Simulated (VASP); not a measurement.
Set up this calculation in VASP 6.6.1, as the native input.

```
Task                   : single point
Functional             : PBEsol
Potentials or basis    : VASP PAW PBE potentials, release 64 (As, Mn_pv)
Cutoff                 : 520 eV
k mesh                 : 8 × 8 × 5
Occupations            : fermi-dirac, width 0.05 eV
Spin                   : collinear spin, ferromagnetic start
Starting moments       : [0.0, 0.0, 4.0, 4.0] μB
Dipole correction      : no
Further INCAR settings : ALGO = Normal; EDIFF = 1e-07; NBANDS = 30
```

The structure of MnAs lies in POSCAR:

```
MnAs
1.0
    3.5140243734      0.0000000000      0.0000000000
   -1.7570121867      3.0432343769      0.0000000000
    0.0000000000      0.0000000000      5.2674123279
As Mn
2 2
Direct
    0.6666666667      0.3333333333      0.7500000000
    0.3333333333      0.6666666667      0.2500000000
    0.0000000000      0.0000000000      0.5000000000
    0.0000000000      0.0000000000      0.0000000000
```

These files were run (other wordings do the same):

INCAR

```
SYSTEM = MnAs
  PREC = Accurate
  ENCUT = 520
  EDIFF = 1E-7
  ISMEAR = -1
  SIGMA = 0.05
  LREAL = .False.
  LASPH = .True.
  NELM = 150
  ALGO = Normal
  ISIF = 2
  LWAVE = .False.
  LCHARG = .False.
  ISPIN = 2
  MAGMOM = 0 0 4 4
  LORBIT = 11
  LMAXMIX = 4
  GGA = PS
  NBANDS = 30
```

KPOINTS

```
Automatic mesh
0
Gamma
  8 8 5
  0 0 0
```

Potentials or basis: VASP PAW PBE potentials, release 64 (As, Mn_pv).

Run with:

```console
$ cat potpaw_PBE.64/As/POTCAR potpaw_PBE.64/Mn_pv/POTCAR > POTCAR
$ mpirun -np 1 vasp_std > vasp.out
```

It gave:

```
Pressure                                              : 5.4 GPa
Net moment                                            : 4.37 μB per cell
Site moments                                          : As -0.08; Mn +2.23 μB
Valence electrons inside the program's atomic spheres : As 2.88; Mn 11.91
```

Caveat: the PAW data sets were made with another functional, which shifts forces and pressure a little; only a ferromagnetic start was run, and an antiferromagnetic order may lie lower in energy.

Run time: 110 s on 1 thread of Intel(R) Xeon(R) Platinum 8259CL CPU @ 2.50GHz (Skylake/Cascade Lake), with other jobs on the host, peak memory 0.24 GiB.
